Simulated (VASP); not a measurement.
The system is Sr.

```
Sr
1.0
     0.00000    3.04235    3.04235
     3.04235    0.00000    3.04235
     3.04235    3.04235    0.00000
Sr
1
Direct
  0.00000 0.00000 0.00000
```

* Program: VASP 6.6.1
* Task: relaxation of volume and atoms at fixed shape
* Functional: PBEsol
* Potentials or basis: VASP PAW PBE potentials, release 64 (Sr_sv)
* Cutoff: 600 eV
* k mesh: 6 × 6 × 6
* Occupations: fermi-dirac, width 0.1 eV
* Spin: no spin polarisation

At the start: pressure -0.8 GPa; volume 56.32 Å³/atom.

Problem. Where does the relaxation end?

Solution. Over 3 steps the energy falls by 10.3 meV/atom and the volume is 52.28 Å³/atom (-7.2 %); space group Fm-3m (No. 225, to 0.05 Å).

Step by step:
```tsv
step	energy change (eV)	largest force (eV/Å)	pressure (GPa)	volume (Å³)
1	0.0000	0.0000	-0.81	56.32
2	-0.0084	0.0000	-0.37	54.04
3	-0.0103	0.0000	0.02	52.28
```

Final structure:
```cif
data_structure
_symmetry_space_group_name_H-M 'P 1'
_symmetry_Int_Tables_number 1
_cell_length_a 4.1970
_cell_length_b 4.1970
_cell_length_c 4.1970
_cell_angle_alpha 60.000
_cell_angle_beta 60.000
_cell_angle_gamma 60.000
_cell_volume 52.28
loop_
_atom_site_label
_atom_site_type_symbol
_atom_site_fract_x
_atom_site_fract_y
_atom_site_fract_z
_atom_site_occupancy
Sr1 Sr 0.00000 0.00000 0.00000 1
```

Caveat: the PAW data sets were made with another functional, which shifts forces and pressure a little.
